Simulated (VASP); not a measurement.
# NaCl in VASP: a series of runs, part 2 of 2

VASP 6.6.1.

### Step 4. Relaxation of the atoms, LDA (equal xy, yz and zx engineering shears of +0.5 %)

File INCAR:

```
SYSTEM = NaCl
PREC = Accurate
ENCUT = 520
EDIFF = 1E-7
ISMEAR = 0
SIGMA = 0.01
LREAL = .False.
LASPH = .True.
NELM = 80
ALGO = Normal
ISIF = 2
LWAVE = .False.
LCHARG = .False.
GGA = CA
IBRION = 2
NSW = 50
EDIFFG = -0.002
```

File KPOINTS:

```
regular mesh
0
Gamma
  8 8 8
  0 0 0
```

File POSCAR:

```
NaCl
1.0
    0.0136609680      2.7390240913      2.7390240913
    2.7390240913      0.0136609680      2.7390240913
    2.7390240913      2.7390240913      0.0136609680
Na Cl
1 1
Direct
    0.0000000000      0.0000000000      0.0000000000
    0.5000000000      0.5000000000      0.5000000000
```

Potentials or basis: VASP PAW LDA potentials, release 64 (Na_pv, Cl).

Started as:

```
cat potpaw_LDA.64/Na_pv/POTCAR potpaw_LDA.64/Cl/POTCAR > POTCAR
mpirun -np 1 vasp_std > vasp.out
```

OUTCAR:

```text
SYSTEM = NaCl
   PREC = Accurate
   ENCUT = 520
   EDIFF = 1E-7
   ISMEAR = 0
   LREAL = .False.
   LASPH = .True.
   NELM = 80
   ISIF = 2
   GGA = CA
   IBRION = 2
   NSW = 50
   EDIFFG = -0.002

 ion  position               nearest neighbor table
   1  0.000  0.000  0.000-
   2  0.500  0.500  0.500-

  LATTYP: Found a trigonal (rhomboedric) cell.
 ALAT       =     3.8735891067
 COS(alpha) =     0.5049812503

  Lattice vectors:

 A1 = (   0.0136609680,   2.7390240913,   2.7390240913)
 A2 = (   2.7390240913,   0.0136609680,   2.7390240913)
 A3 = (   2.7390240913,   2.7390240913,   0.0136609680)

Analysis of symmetry for initial positions (statically):
=====================================================================
 Subroutine PRICEL returns:
 Original cell was already a primitive cell.

 Routine SETGRP: Setting up the symmetry group for a
 trigonal (rhombohedral) supercell.

 Subroutine GETGRP returns: Found 12 space group operations
 (whereof 12 operations were pure point group operations)
 out of a pool of 12 trial point group operations.

The static configuration has the point symmetry D_3d.

Analysis of symmetry for dynamics (positions and initial velocities):
=====================================================================
 Subroutine PRICEL returns:
 Original cell was already a primitive cell.

 Routine SETGRP: Setting up the symmetry group for a
 trigonal (rhombohedral) supercell.

 Subroutine GETGRP returns: Found 12 space group operations
 (whereof 12 operations were pure point group operations)
 out of a pool of 12 trial point group operations.

The dynamic configuration has the point symmetry D_3d.

 Subroutine INISYM returns: Found 12 space group operations
 (whereof 12 operations are pure point group operations),
 and found     1 'primitive' translations

----------------------------------------------------------------------------------------

                                     Primitive cell

  volume of cell :      40.7902

  direct lattice vectors                    reciprocal lattice vectors
     0.013660968  2.739024091  2.739024091    -0.183918164  0.183005418  0.183005418
     2.739024091  0.013660968  2.739024091     0.183005418 -0.183918164  0.183005418
     2.739024091  2.739024091  0.013660968     0.183005418  0.183005418 -0.183918164

  length of vectors
     3.873589107  3.873589107  3.873589107     0.317502531  0.317502531  0.317502531

  position of ions in fractional coordinates (direct lattice)
     0.000000000  0.000000000  0.000000000
     0.500000000  0.500000000  0.500000000

  ion indices of the primitive-cell ions
   primitive index   ion index
                 1           1
                 2           2

----------------------------------------------------------------------------------------

 KPOINTS: regular mesh

Automatic generation of k-mesh.
 Grid dimensions read from file:
 generate k-points for:    8    8    8

 Generating k-lattice:

[... 22 lines left out ...]
  0.500000  0.000000 -0.000000      3.000000
  0.125000  0.125000  0.000000      6.000000
[... 16 lines left out ...]
  0.250000  0.125000  0.125000      6.000000
  0.375000  0.125000  0.125000      6.000000
 [... further k-points ...]
   k-points           NKPTS =     65   k-points in BZ     NKDIM =     65   number of bands    NBANDS=     11
   number of dos      NEDOS =    301   number of ions     NIONS =      2
   total plane-waves  NPLWV =  27000
   dimension x,y,z NGX =    30 NGY =   30 NGZ =   30
   dimension x,y,z NGXF=    60 NGYF=   60 NGZF=   60
   ions per type =               1   1
   NGX,Y,Z   is equivalent  to a cutoff of  12.88, 12.88, 12.88 a.u.
   NGXF,Y,Z  is equivalent  to a cutoff of  25.75, 25.75, 25.75 a.u.
 SYSTEM =  NaCl
   PREC   = accura    normal or accurate (medium, high low for compatibility)
   ISTART =      0    job   : 0-new  1-cont  2-samecut
   ICHARG =      2    charge: 1-file 2-atom 10-const
   ISPIN  =      1    spin polarized calculation?
   LNONCOLLINEAR =      F non collinear calculations
   LSORBIT =      F    spin-orbit coupling
   LASPH  =      T    aspherical Exc in radial PAW
   ENCUT  =  520.0 eV  38.22 Ry    6.18 a.u.   7.20  7.20  7.20*2*pi/ulx,y,z
   NELM   =     80;   NELMIN=  2; NELMDL= -5     # of ELM steps
   EDIFF  = 0.1E-06   stopping-criterion for ELM
   LREAL  =      F    real-space projection
   EDIFFG = -.2E-02   stopping-criterion for IOM
   NSW    =     50    number of steps for IOM
   IBRION =      2    ionic relax: 0-MD 1-quasi-New 2-CG
   NFREE  =      1    steps in history (QN), initial steepest desc. (CG)
   ISIF   =      2    stress and relaxation
   ISYM   =      2    0-nonsym 1-usesym 2-fastsym
   POTIM  = 0.5000    time-step for ionic-motion
   TEBEG  =    0.0;   TEEND  =   0.0 temperature during run
   PSTRESS=    0.0 pullay stress
   NELECT =      14.0000    total number of electrons
   NUPDOWN=      -1.0000    fix difference up-down
   EMIN   =  10.00;   EMAX   =-10.00  energy-range for DOS
   EFERMI =   0.00;   METHOD = LEGACY
   ISMEAR =     0;   SIGMA  =   0.01  broadening in eV -4-tet -1-fermi 0-gaus
   EFERMI_NEDOS =   21; number of points for ismear=-14 and -15
   IALGO  =     38    algorithm
   IMIX   =      4    mixing-type and parameters
     AMIX     =   0.40;   BMIX     =  1.00
     AMIX_MAG =   1.60;   BMIX_MAG =  1.00
  volume/ion in A,a.u.               =      20.40       137.63
  Fermi-wavevector in a.u.,A,eV,Ry     =   1.146213  2.166029 17.875399  1.313805
  Thomas-Fermi vector in A             =   2.282899
   LORBIT       =      0    0 simple, 1 ext, 2 COOP (PROOUT), +10 PAW based schemes
   GGA     = CA    functional components
   LHFCALC =     F    Hartree Fock is set to
   AEXX    =    0.0000 exact exchange contribution
   IVDW    =     0    specifies the selected vdW correction
   LEPSILON=     F    determine dielectric tensor
   LRPA    =     F    only Hartree local field effects (RPA)
 conjugate gradient relaxation of ions
 non-spin polarized calculation
 Gauss-broadening in eV      SIGMA  =   0.01
  energy-cutoff  :      520.00
  volume of cell :       40.79
 maximum number of plane-waves:      1113
 NGX is ok and might be reduce to    30
   NGX = 15   NGY = 15   NGZ = 15

 number of electron      13.9999993 magnetization

 Free energy of the ion-electron system (eV)
  ---------------------------------------------------
  ext. energy  EPLUGINS =         0.00000000
  ---------------------------------------------------
  free energy    TOTEN  =        -7.38908177 eV

  energy without entropy =       -7.38908177  energy(sigma->0) =       -7.38908177

 E-fermi :  -0.2048     XC(G=0):  -9.1379

 val. band max:       -0.3469882852   @ k =   0.0000   0.0000   0.0000
 cond. band min:       4.7228198588   @ k =   0.0000   0.0000   0.0000
 fundamental gap:      5.0698081440
 Fermi energy:        -0.2048111048

 k-point     1 :       0.0000    0.0000    0.0000
  band No.  band energies     occupation
      1     -20.9855      2.00000
      2     -20.9855      2.00000
      3     -20.9848      2.00000
      4     -13.1814      2.00000
      5      -0.3786      2.00000
      6      -0.3470      2.00000
      7      -0.3470      2.00000
      8       4.7228      0.00000
      9      10.4979      0.00000
     10      10.6094      0.00000
     11      10.6094      0.00000
[... 309 lines left out ...]
 k-point    24 :       0.3750    0.1250    0.1250
  band No.  band energies     occupation
      1     -21.0155      2.00000
      2     -20.9919      2.00000
      3     -20.9872      2.00000
      4     -12.8607      2.00000
      5      -1.9596      2.00000
      6      -0.8618      2.00000
      7      -0.5607      2.00000
      8       6.9048      0.00000
      9       9.3609      0.00000
     10      10.4632      0.00000
     11      11.1823      0.00000

 [... further k-points ...]

------------------------ aborting loop because EDIFF is reached ----------------------------------------

  FORCE on cell =-STRESS in cart. coord.  units (eV):
  Direction    XX          YY          ZZ          XY          YZ          ZX
  --------------------------------------------------------------------------------------
  -------------------------------------------------------------------------------------
  Total       -0.0017142     -0.0017142     -0.0017142     -0.0165639     -0.0165639     -0.0165639
  in kB       -0.0673316     -0.0673316     -0.0673316     -0.6506033     -0.6506033     -0.6506033
  external PRESSURE =      -0.0673316 kB  Pullay stress =       0.0000000 kB

 VOLUME and BASIS-vectors are now :
 -----------------------------------------------------------------------------
  energy-cutoff  :      520.00
  volume of cell :       40.79
      direct lattice vectors                 reciprocal lattice vectors
     0.013660968  2.739024091  2.739024091    -0.183918164  0.183005418  0.183005418
     2.739024091  0.013660968  2.739024091     0.183005418 -0.183918164  0.183005418
     2.739024091  2.739024091  0.013660968     0.183005418  0.183005418 -0.183918164

 POSITION                                       TOTAL-FORCE (eV/Angst)
 -----------------------------------------------------------------------------------
      0.00000      0.00000      0.00000        -0.000000     -0.000000      0.000000
      2.74585      2.74585      2.74585         0.000000      0.000000     -0.000000
 -----------------------------------------------------------------------------------
    total drift:                               -0.000000      0.000000      0.000000

  FREE ENERGIE OF THE ION-ELECTRON SYSTEM (eV)
  ---------------------------------------------------
  free  energy   TOTEN  =        -7.3890817703 eV

  energy  without entropy=       -7.3890817703  energy(sigma->0) =       -7.38908177

 reached required accuracy - stopping structural energy minimisation
```

CONTCAR:

```text
NaCl
   1.00000000000000
     0.0136609680000000    2.7390240913000001    2.7390240913000001
     2.7390240913000001    0.0136609680000000    2.7390240913000001
     2.7390240913000001    2.7390240913000001    0.0136609680000000
  Na              Cl
     1     1
Direct
     0.0000000000000000    0.0000000000000000    0.0000000000000000
     0.5000000000000000    0.5000000000000000    0.5000000000000000

  0.00000000E+00  0.00000000E+00  0.00000000E+00
  0.00000000E+00  0.00000000E+00  0.00000000E+00
```

Wall time 20 s (1 thread of Intel Xeon Platinum 8488C (Sapphire Rapids), shared host); peak memory 0.16 GiB.

What came out:

| Property | Result |
| --- | --- |
| Free energy | -7.3891 eV |
| Pressure after relaxing | 0.0 GPa |
| Band gap on the k mesh | 5.07 eV, direct |

Final structure:
```yaml
crystal:
  lattice:
    - [0.01366, 2.73902, 2.73902]
    - [2.73902, 0.01366, 2.73902]
    - [2.73902, 2.73902, 0.01366]
  atoms:
    - { symbol: Na, position: [0.00000, 0.00000, 0.00000] }
    - { symbol: Cl, position: [0.50000, 0.50000, 0.50000] }
```

Levels at points of the mesh, in eV from the valence-band top:
```csv
k point,band 5,band 6,band 7,band 8,band 9,band 10
"(0.00, 0.00, 0.00)",-0.03,0.00,0.00,5.07,10.84,10.96
"(0.50, 0.00, 0.00)",-2.34,-0.36,-0.34,7.04,10.84,10.91
"(0.50, 0.50, 0.00)",-2.02,-0.75,-0.72,7.42,7.63,11.61
"(0.50, 0.50, 0.50)",-2.35,-0.33,-0.33,7.06,10.93,10.93
```

Caveat: the cell differs from its parent crystal (equal xy, yz and zx engineering shears of +0.5 %); the relaxation stopped at its first step, so nothing moved.

### Step 5. Relaxation of the atoms, LDA (equal xy, yz and zx engineering shears of -0.5 %)

File INCAR:

```
SYSTEM = NaCl
  PREC = Accurate
  ENCUT = 520
  EDIFF = 1E-7
  ISMEAR = 0
  SIGMA = 0.01
  LREAL = .False.
  LASPH = .True.
  NELM = 60
  ALGO = Normal
  ISIF = 2
  LWAVE = .False.
  LCHARG = .False.
  IBRION = 2
  NSW = 50
  EDIFFG = -0.002
```

KPOINTS is that of step 4.

File POSCAR:

```
NaCl
1.0
   -0.0136609680      2.7253631232      2.7253631232
    2.7253631232     -0.0136609680      2.7253631232
    2.7253631232      2.7253631232     -0.0136609680
Na Cl
1 1
Direct
    0.0000000000      0.0000000000      0.0000000000
    0.5000000000      0.5000000000      0.5000000000
```

Started as:

```
cat potpaw_LDA.64/Na_pv/POTCAR potpaw_LDA.64/Cl/POTCAR > POTCAR
mpirun -np 1 vasp_std > vasp.out
```

Wall time 21 s (1 thread of Intel Xeon Platinum 8488C (Sapphire Rapids), shared host); peak memory 0.15 GiB.

It converged, with:

| Property | Result |
| --- | --- |
| Free energy | -7.3891 eV |
| Pressure after relaxing | 0.0 GPa |
| Band gap on the k mesh | 5.06 eV, direct |

Stress tensor (GPa, compression positive):
```
-0.01  0.06  0.06
 0.06 -0.01  0.06
 0.06  0.06 -0.01
```

Final structure:
```yaml
crystal:
  lattice:
    - [-0.01366, 2.72536, 2.72536]
    - [2.72536, -0.01366, 2.72536]
    - [2.72536, 2.72536, -0.01366]
  atoms:
    - { symbol: Na, position: [0.00000, 0.00000, 0.00000] }
    - { symbol: Cl, position: [0.50000, 0.50000, 0.50000] }
```

Levels at points of the mesh, in eV from the valence-band top:
| k point | band 5 | band 6 | band 7 | band 8 | band 9 | band 10 |
| --- | --- | --- | --- | --- | --- | --- |
| (0.00, 0.00, 0.00) | -0.03 | -0.03 | 0.00 | 5.06 | 10.87 | 10.87 |
| (0.50, 0.00, 0.00) | -2.36 | -0.36 | -0.34 | 7.04 | 10.86 | 10.93 |
| (0.50, 0.50, 0.00) | -2.03 | -0.76 | -0.73 | 7.41 | 7.62 | 11.60 |
| (0.50, 0.50, 0.50) | -2.35 | -0.37 | -0.37 | 7.01 | 10.83 | 10.83 |

Caveat: the cell differs from its parent crystal (equal xy, yz and zx engineering shears of -0.5 %); the relaxation stopped at its first step, so nothing moved.

### Step 6. Summary

```tsv
task	cell	gap on the mesh (eV)	pressure (GPa)
single point	a = 3.864 Å, angles 60.0°, 2 atoms	5.08	0.0
relaxation of the atoms	atoms relaxed from a = 3.854 Å, angles 60.3°, 2 atoms	5.06	0.0
relaxation of the atoms	atoms relaxed from a = 3.874 Å, angles 59.7°, 2 atoms	5.07	0.0
```

Alike in all rows: level LDA; potentials or basis VASP PAW LDA potentials, release 64 (Na_pv, Cl); no spin polarisation; k mesh 8 × 8 × 8; cutoff (eV) 520; smearing gaussian 0.01 eV.

Caveats: the relaxation stopped at its first step, so nothing moved (some runs).

Total energies depend on the potentials used, so only differences within one code and one set of settings carry meaning.
